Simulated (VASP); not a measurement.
Wanted: the native input for a VASP 6.6.1 run.

| Property | Result |
| --- | --- |
| Task | single point |
| Functional | PBEsol |
| Potentials or basis | VASP PAW PBE potentials, release 64 (Sn_d, Co) |
| Cutoff | 520 eV |
| k mesh | 10 × 10 × 10 |
| Occupations | gaussian, width 0.1 eV |
| Spin | collinear spin, ferromagnetic start |
| Starting moments | [0.0, 0.0, 0.0, 2.0] μB |
| Dipole correction | no |
| Further INCAR settings | ALGO = Fast; EDIFF = 1e-06; NBANDS = 38 |

The structure of CoSn3 lies in POSCAR:

```
CoSn3
1.0
    0.0000000000      3.4793051165      3.4793051165
    3.4793051165      0.0000000000      3.4793051165
    3.4793051165      3.4793051165      0.0000000000
Sn Co
3 1
Direct
    0.2500000000      0.2500000000      0.2500000000
    0.7500000000      0.7500000000      0.7500000000
    0.5000000000      0.5000000000      0.5000000000
    0.0000000000      0.0000000000      0.0000000000
```

These files were run (other wordings do the same):

INCAR

```
SYSTEM = CoSn3
PREC = Accurate ; ENCUT = 520
EDIFF = 1E-6 ; ISMEAR = 0
SIGMA = 0.1 ; LREAL = .FALSE.
LASPH = .TRUE. ; NELM = 150
ALGO = Fast ; ISIF = 2
LWAVE = .FALSE. ; LCHARG = .FALSE.
ISPIN = 2 ; MAGMOM = 0 0 0 2
LORBIT = 11 ; LMAXMIX = 4
GGA = PS ; NBANDS = 38
```

KPOINTS

```
regular mesh
0
G
  10 10 10
  0 0 0
```

Potentials or basis: VASP PAW PBE potentials, release 64 (Sn_d, Co).

Launch:

```sh
$ cat potpaw_PBE.64/Sn_d/POTCAR potpaw_PBE.64/Co/POTCAR > POTCAR
$ mpirun -np 1 vasp_std > vasp.out
```

Results of the run:

```
Pressure                                              : -0.1 GPa
Net moment                                            : 0.76 μB per cell
Site moments                                          : Sn -0.03, -0.01 (each value once); Co +0.96 μB
Valence electrons inside the program's atomic spheres : Sn 12.26, 12.31 (each value once); Co 7.90
```

Caveat: the PAW data sets were made with another functional, which shifts forces and pressure a little.

Run time: 6.5 min on 1 thread of Intel(R) Xeon(R) Platinum 8259CL CPU @ 2.50GHz (Skylake/Cascade Lake), with other jobs on the host, peak memory 0.42 GiB.
